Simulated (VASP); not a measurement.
AlGaN2, 4 atoms in the cell. The structure is tetragonal, space group P-4m2 (No. 115). The conventional cell has a = 3.235 Å, b = 3.235 Å, c = 4.424 Å, α = 90.00°, β = 90.00°, γ = 90.00°. Within 2.6 Å of Al (site symmetry -4m2) lie 4 N at 1.93 Å. Within 2.6 Å of Ga (site symmetry -4m2) lie 4 N at 1.99 Å. Within 2.6 Å of N (site symmetry 2mm) lie 2 Al at 1.93 Å and 2 Ga at 1.99 Å.  This cell differs from its parent crystal: strain +0.030 along x and y, +0.000 along z.

- Program: VASP 6.6.1
- Task: single point
- Functional: r2SCAN
- Potentials or basis: VASP PAW PBE potentials, release 64 (Al, Ga_d, N)
- Cutoff: 520 eV
- k mesh: 8 × 8 × 6
- Occupations: gaussian, width 0.05 eV
- Spin: no spin polarisation
- Dipole correction: no
- Further INCAR settings: ALGO = Normal; EDIFF = 1e-06; NBANDS = 21

Potentials or basis: VASP PAW PBE potentials, release 64 (Al, Ga_d, N).

The run is started by

```console
$ cat potpaw_PBE.64/Al/POTCAR potpaw_PBE.64/Ga_d/POTCAR potpaw_PBE.64/N/POTCAR > POTCAR
$ cp INCAR.step1 INCAR
$ mpirun -np 1 vasp_std > vasp.out
$ cp INCAR.step2 INCAR
$ mpirun -np 1 vasp_std > vasp.out
```

Hardware: 1 thread of Intel(R) Xeon(R) Platinum 8259CL CPU @ 2.50GHz (Skylake/Cascade Lake), with other jobs on the host.

Task: Estimate the wall time of this run.

Result: It took 110 s on 1 thread of Intel(R) Xeon(R) Platinum 8259CL CPU @ 2.50GHz (Skylake/Cascade Lake), with other jobs on the host, peak memory 0.2 GiB. Counts: k points 60.
